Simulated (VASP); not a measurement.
# LiH (Fm-3m) in VASP: single point with PBEsol

Aim: the single point of LiH with PBEsol.

Everything below comes from runs of VASP 6.6.1. Logs are shortened: lines on timing, memory, paths and dates and some standing lists are left out, and cuts for length are marked.

## 1. The cell of the first run

Symmetry: Fm-3m, No. 225, cubic system. The conventional cell has a = 4.074 Å, b = 4.074 Å, c = 4.074 Å, α = 90.00°, β = 90.00°, γ = 90.00°. Li (site symmetry m-3m) has 6 H at 2.04 Å within 2.7 Å. Within 2.7 Å of H (site symmetry m-3m) lie 6 Li at 2.04 Å.

## 2. Single point, PBEsol

INCAR reads:

```
PREC = Accurate
ENCUT = 520
EDIFF = 1E-7
ISMEAR = 0
SIGMA = 0.01
LREAL = False
LASPH = True
NELM = 100
ALGO = Normal
ISIF = 2
LWAVE = False
LCHARG = False
GGA = PS
NBANDS = 9
```

KPOINTS reads:

```
Automatic mesh
0
Gamma
  6 6 6
```

POSCAR reads:

```
LiH
1.0
    0.0000000000      2.0367500000      2.0367500000
    2.0367500000      0.0000000000      2.0367500000
    2.0367500000      2.0367500000      0.0000000000
Li H
1 1
Direct
    0.0000000000      0.0000000000      0.0000000000
    0.5000000000      0.5000000000      0.5000000000
```

Potentials or basis: VASP PAW PBE potentials, release 64 (Li_sv, H).

Command:

```bash
$ cat potpaw_PBE.64/Li_sv/POTCAR potpaw_PBE.64/H/POTCAR > POTCAR
$ mpirun -np 1 vasp_std > vasp.out
```

OUTCAR:

```text
PREC = Accurate
   ENCUT = 520
   EDIFF = 1E-7
   ISMEAR = 0
   LREAL = False
   LASPH = True
   NELM = 100
   ISIF = 2
   GGA = PS

 ion  position               nearest neighbor table
   1  0.000  0.000  0.000-
   2  0.500  0.500  0.500-

  LATTYP: Found a face centered cubic cell.
 ALAT       =     4.0735000000

  Lattice vectors:

 A1 = (   0.0000000000,   2.0367500000,   2.0367500000)
 A2 = (   2.0367500000,   0.0000000000,   2.0367500000)
 A3 = (   2.0367500000,   2.0367500000,   0.0000000000)

Analysis of symmetry for initial positions (statically):
=====================================================================
 Subroutine PRICEL returns:
 Original cell was already a primitive cell.

 Routine SETGRP: Setting up the symmetry group for a
 face centered cubic supercell.

 Subroutine GETGRP returns: Found 48 space group operations
 (whereof 48 operations were pure point group operations)
 out of a pool of 48 trial point group operations.

The static configuration has the point symmetry O_h .

Analysis of symmetry for dynamics (positions and initial velocities):
=====================================================================
 Subroutine PRICEL returns:
 Original cell was already a primitive cell.

 Routine SETGRP: Setting up the symmetry group for a
 face centered cubic supercell.

 Subroutine GETGRP returns: Found 48 space group operations
 (whereof 48 operations were pure point group operations)
 out of a pool of 48 trial point group operations.

The dynamic configuration has the point symmetry O_h .

 Subroutine INISYM returns: Found 48 space group operations
 (whereof 48 operations are pure point group operations),
 and found     1 'primitive' translations

----------------------------------------------------------------------------------------

                                     Primitive cell

  volume of cell :      16.8983

  direct lattice vectors                    reciprocal lattice vectors
     0.000000000  2.036750000  2.036750000    -0.245489137  0.245489137  0.245489137
     2.036750000  0.000000000  2.036750000     0.245489137 -0.245489137  0.245489137
     2.036750000  2.036750000  0.000000000     0.245489137  0.245489137 -0.245489137

  length of vectors
     2.880399473  2.880399473  2.880399473     0.425199658  0.425199658  0.425199658

  position of ions in fractional coordinates (direct lattice)
     0.000000000  0.000000000  0.000000000
     0.500000000  0.500000000  0.500000000

  ion indices of the primitive-cell ions
   primitive index   ion index
                 1           1
                 2           2

----------------------------------------------------------------------------------------

 KPOINTS: Automatic mesh

Automatic generation of k-mesh.
 Grid dimensions read from file:
 generate k-points for:    6    6    6

 Generating k-lattice:

  Cartesian coordinates                     Fractional coordinates (reciprocal lattice)
    -0.040914856  0.040914856  0.040914856     0.166666667  0.000000000  0.000000000
     0.040914856 -0.040914856  0.040914856     0.000000000  0.166666667  0.000000000
     0.040914856  0.040914856 -0.040914856     0.000000000  0.000000000  0.166666667

  Length of vectors
     0.070866610  0.070866610  0.070866610

  Shift w.r.t. Gamma in fractional coordinates (k-lattice)
     0.000000000  0.000000000  0.000000000

 Subroutine IBZKPT returns following result:
 ===========================================

 Found     16 irreducible k-points:

 Following reciprocal coordinates:
            Coordinates               Weight
  0.000000  0.000000  0.000000      1.000000
  0.166667  0.000000  0.000000      8.000000
  0.333333  0.000000  0.000000      8.000000
  0.500000  0.000000  0.000000      4.000000
  0.166667  0.166667  0.000000      6.000000
  0.333333  0.166667  0.000000     24.000000
[... 8 lines left out ...]
 -0.333333  0.333333  0.166667     24.000000
 -0.333333  0.500000  0.166667     12.000000
   k-points           NKPTS =     16   k-points in BZ     NKDIM =     16   number of bands    NBANDS=      9
   number of dos      NEDOS =    301   number of ions     NIONS =      2
   total plane-waves  NPLWV =  13824
   dimension x,y,z NGX =    24 NGY =   24 NGZ =   24
   dimension x,y,z NGXF=    48 NGYF=   48 NGZF=   48
   ions per type =               1   1
   NGX,Y,Z   is equivalent  to a cutoff of  13.85, 13.85, 13.85 a.u.
   NGXF,Y,Z  is equivalent  to a cutoff of  27.70, 27.70, 27.70 a.u.
 SYSTEM =  unknown system
   PREC   = accura    normal or accurate (medium, high low for compatibility)
   ISTART =      0    job   : 0-new  1-cont  2-samecut
   ICHARG =      2    charge: 1-file 2-atom 10-const
   ISPIN  =      1    spin polarized calculation?
   LNONCOLLINEAR =      F non collinear calculations
   LSORBIT =      F    spin-orbit coupling
   LASPH  =      T    aspherical Exc in radial PAW
   ENCUT  =  520.0 eV  38.22 Ry    6.18 a.u.   5.36  5.36  5.36*2*pi/ulx,y,z
   NELM   =    100;   NELMIN=  2; NELMDL= -5     # of ELM steps
   EDIFF  = 0.1E-06   stopping-criterion for ELM
   LREAL  =      F    real-space projection
   EDIFFG = 0.1E-05   stopping-criterion for IOM
   NSW    =      0    number of steps for IOM
   IBRION =     -1    ionic relax: 0-MD 1-quasi-New 2-CG
   NFREE  =      0    steps in history (QN), initial steepest desc. (CG)
   ISIF   =      2    stress and relaxation
   ISYM   =      2    0-nonsym 1-usesym 2-fastsym
   POTIM  = 0.5000    time-step for ionic-motion
   TEBEG  =    0.0;   TEEND  =   0.0 temperature during run
   PSTRESS=    0.0 pullay stress
   NELECT =       4.0000    total number of electrons
   NUPDOWN=      -1.0000    fix difference up-down
   EMIN   =  10.00;   EMAX   =-10.00  energy-range for DOS
   EFERMI =   0.00;   METHOD = LEGACY
   ISMEAR =     0;   SIGMA  =   0.01  broadening in eV -4-tet -1-fermi 0-gaus
   EFERMI_NEDOS =   21; number of points for ismear=-14 and -15
   IALGO  =     38    algorithm
   IMIX   =      4    mixing-type and parameters
     AMIX     =   0.40;   BMIX     =  1.00
     AMIX_MAG =   1.60;   BMIX_MAG =  1.00
  volume/ion in A,a.u.               =       8.45        57.02
  Fermi-wavevector in a.u.,A,eV,Ry     =   1.012699  1.913724 13.953585  1.025560
  Thomas-Fermi vector in A             =   2.145824
   LORBIT       =      0    0 simple, 1 ext, 2 COOP (PROOUT), +10 PAW based schemes
   GGA     = PS    functional components
   LHFCALC =     F    Hartree Fock is set to
   AEXX    =    0.0000 exact exchange contribution
   IVDW    =     0    specifies the selected vdW correction
   LEPSILON=     F    determine dielectric tensor
   LRPA    =     F    only Hartree local field effects (RPA)
 non-spin polarized calculation
 Gauss-broadening in eV      SIGMA  =   0.01
  energy-cutoff  :      520.00
  volume of cell :       16.90
 maximum number of plane-waves:       468
 NGX is ok and might be reduce to    24
   NGX = 11   NGY = 11   NGZ = 11

 number of electron       3.9999999 magnetization

 Free energy of the ion-electron system (eV)
  ---------------------------------------------------
  ext. energy  EPLUGINS =         0.00000000
  ---------------------------------------------------
  free energy    TOTEN  =        -6.11147565 eV

  energy without entropy =       -6.11147565  energy(sigma->0) =       -6.11147565

 E-fermi :   0.0234     XC(G=0):  -8.4559

 val. band max:       -0.0622734649   @ k =   0.5000   0.5000   0.0000
 cond. band min:       2.7209195981   @ k =   0.5000   0.5000   0.0000
 fundamental gap:      2.7831930630
 Fermi energy:         0.0233911488

 k-point     1 :       0.0000    0.0000    0.0000
  band No.  band energies     occupation
      1     -43.8128      2.00000
      2      -5.4228      2.00000
      3      15.4214      0.00000
      4      17.1923      0.00000
      5      17.1923      0.00000
      6      17.1923      0.00000
      7      21.7064      0.00000
      8      21.7064      0.00000
      9      21.7064      0.00000

 k-point     2 :       0.1667    0.0000    0.0000
  band No.  band energies     occupation
      1     -43.8025      2.00000
      2      -4.9431      2.00000
      3      11.9343      0.00000
      4      15.3709      0.00000
      5      16.3863      0.00000
      6      16.3863      0.00000
      7      21.5868      0.00000
      8      22.9338      0.00000
      9      22.9338      0.00000

 k-point     3 :       0.3333    0.0000    0.0000
  band No.  band energies     occupation
      1     -43.7819      2.00000
      2      -3.6480      2.00000
      3       6.8866      0.00000
      4      13.7147      0.00000
      5      15.7691      0.00000
      6      15.7691      0.00000
      7      19.8116      0.00000
      8      19.8116      0.00000
      9      24.0288      0.00000

 k-point     4 :       0.5000    0.0000    0.0000
  band No.  band energies     occupation
      1     -43.7715      2.00000
      2      -2.6294      2.00000
      3       4.5264      0.00000
      4      13.0948      0.00000
      5      15.8116      0.00000
      6      15.8116      0.00000
      7      18.3612      0.00000
      8      18.3612      0.00000
      9      26.2078      0.00000
[... 109 lines left out ...]
 k-point    14 :       0.5000    0.3333    0.1667
  band No.  band energies     occupation
      1     -43.7684      2.00000
      2      -2.2849      2.00000
      3       6.8009      0.00000
      4       7.6169      0.00000
      5      12.2922      0.00000
      6      16.5530      0.00000
      7      19.9729      0.00000
      8      24.2513      0.00000
      9      28.0406      0.00000

 k-point    15 :      -0.3333    0.3333    0.1667
  band No.  band energies     occupation
      1     -43.7617      2.00000
      2      -1.1320      2.00000
      3       4.8265      0.00000
      4       6.7070      0.00000
      5      11.8657      0.00000
      6      16.2483      0.00000
      7      22.9210      0.00000
      8      24.6315      0.00000
      9      26.5449      0.00000

 k-point    16 :      -0.3333    0.5000    0.1667
  band No.  band energies     occupation
      1     -43.7585      2.00000
      2      -0.2246      2.00000
      3       3.7086      0.00000
      4       6.6345      0.00000
      5      10.9671      0.00000
      6      16.7765      0.00000
      7      19.0089      0.00000
      8      27.7921      0.00000
      9      28.0634      0.00000

------------------------ aborting loop because EDIFF is reached ----------------------------------------

  FORCE on cell =-STRESS in cart. coord.  units (eV):
  Direction    XX          YY          ZZ          XY          YZ          ZX
  --------------------------------------------------------------------------------------
  -------------------------------------------------------------------------------------
  Total       -0.2558291     -0.2558291     -0.2558291     -0.0000000      0.0000000     -0.0000000
  in kB      -24.2558948    -24.2558948    -24.2558948     -0.0000000      0.0000000     -0.0000000
  external PRESSURE =     -24.2558948 kB  Pullay stress =       0.0000000 kB

 VOLUME and BASIS-vectors are now :
 -----------------------------------------------------------------------------
  energy-cutoff  :      520.00
  volume of cell :       16.90
      direct lattice vectors                 reciprocal lattice vectors
     0.000000000  2.036750000  2.036750000    -0.245489137  0.245489137  0.245489137
     2.036750000  0.000000000  2.036750000     0.245489137 -0.245489137  0.245489137
     2.036750000  2.036750000  0.000000000     0.245489137  0.245489137 -0.245489137

 POSITION                                       TOTAL-FORCE (eV/Angst)
 -----------------------------------------------------------------------------------
      0.00000      0.00000      0.00000        -0.000000     -0.000000     -0.000000
      2.03675      2.03675      2.03675         0.000000      0.000000      0.000000
 -----------------------------------------------------------------------------------
    total drift:                                0.000000     -0.000000     -0.000000

  FREE ENERGIE OF THE ION-ELECTRON SYSTEM (eV)
  ---------------------------------------------------
  free  energy   TOTEN  =        -6.1114756501 eV

  energy  without entropy=       -6.1114756501  energy(sigma->0) =       -6.11147565
```

It took 5.3 s on 1 thread of Intel Xeon 8259CL, shared host; peak memory 0.13 GiB.

What came out:

```yaml
Free_energy: -6.1115 eV
Band_gap_on_the_k_mesh: 2.78 eV, direct
```

Levels at points of the mesh, in eV from the valence-band top:
| k point | band 1 | band 2 | band 3 | band 4 | band 5 |
| --- | --- | --- | --- | --- | --- |
| (0.00, 0.00, 0.00) | -43.75 | -5.36 | 15.48 | 17.25 | 17.25 |
| (0.50, 0.00, 0.00) | -43.71 | -2.57 | 4.59 | 13.16 | 15.87 |
| (0.50, 0.50, 0.00) | -43.70 | 0.00 | 2.78 | 10.39 | 10.39 |

Caveat: the k points lie up to 0.45 Å⁻¹ apart; the cutoff is under 1.25 times the usual one of these potentials, so pressure, stress and relaxed cells hold a basis-set (Pulay) error; the PAW data sets were made with another functional, which shifts forces and pressure a little.
